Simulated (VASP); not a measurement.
A run of VASP 6.6.1 is set up as follows.

File INCAR:

```
SYSTEM = Nb
  PREC = Accurate
  ENCUT = 520
  EDIFF = 1E-6
  ISMEAR = -1
  SIGMA = 0.1
  LREAL = .False.
  LASPH = .True.
  NELM = 60
  ALGO = Normal
  ISIF = 2
  LWAVE = .False.
  LCHARG = .False.
  GGA = PE
  NBANDS = 20
```

Contents of KPOINTS:

```
Automatic mesh
0
Gamma
  21 21 10
  0 0 0
```

The input POSCAR:

```
Nb
1.0
    2.9806031732      0.0000000000      0.0000000000
   -1.4903015866      2.5812780666      0.0000000000
    0.0000000000      0.0000000000      5.4436413609
Nb
2
Direct
    0.3333333333      0.6666666667      0.2500000000
    0.6666666667      0.3333333333      0.7500000000
```

Potentials or basis: VASP PAW PBE potentials, release 64 (Nb_sv).

Run with:

```bash
$ cat potpaw_PBE.64/Nb_sv/POTCAR > POTCAR
$ mpirun -np 1 vasp_std > vasp.out
```

(1) Estimate the pressure.

(2) Predict the band gap on the k mesh.

Answers

(1) -15.0 GPa.

(2) zero (bands 13 and 14 overlap by 2.32 eV).

Caveat: the cell stands under tension.
